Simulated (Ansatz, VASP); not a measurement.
## Two plane-wave programs on RbNa3Te2

```xyz
6
Lattice="-3.6363 3.6363 5.9699 3.6363 -3.6363 5.9699 3.6363 3.6363 -5.9699" Properties=species:S:1:pos:R:3 pbc="T T T"
Rb    0.0000    0.0000    5.9699
Na    0.0000    3.6363    0.0000
Na    3.6363    0.0000    0.0000
Na    0.0000    0.0000    0.0000
Te    0.0000    0.0000    2.6764
Te    0.0000    0.0000    9.2634
```

Alike in both runs: functional PBE; k mesh 4 × 4 × 4; occupations gaussian, width 0.1 eV; no spin polarisation.

Ansatz relaxed the structure, and its values are those at the end. VASP's run is a single point on that final structure, the one shown.

|  | VASP | Ansatz |
| --- | --- | --- |
| version | VASP 6.6.1 | Ansatz 0.2.0 |
| potentials or method | VASP PAW PBE potentials, release 64 (Rb_sv, Na_pv, Te), cutoff 520 eV | scalar-relativistic, plane waves, PAW |
| valence electrons in the cell | 42 | 68 |

|  | VASP | Ansatz | Ansatz less VASP |
| --- | --- | --- | --- |
| gap on the k mesh at the Fermi level (eV) | none | none | - |
| pressure (GPa) | 0.0 | 0.0 | -0.01 |
| rms of the force components (eV/Å) | 0.004 | 0.002 | -0.0017 |

A gap of «none» marks a metal or a gap that the smearing closes. VASP's potentials hold 42 valence electrons a cell and Ansatz's 68, so a difference there can come from the potentials and not from the codes.

Spin-orbit coupling is off throughout.
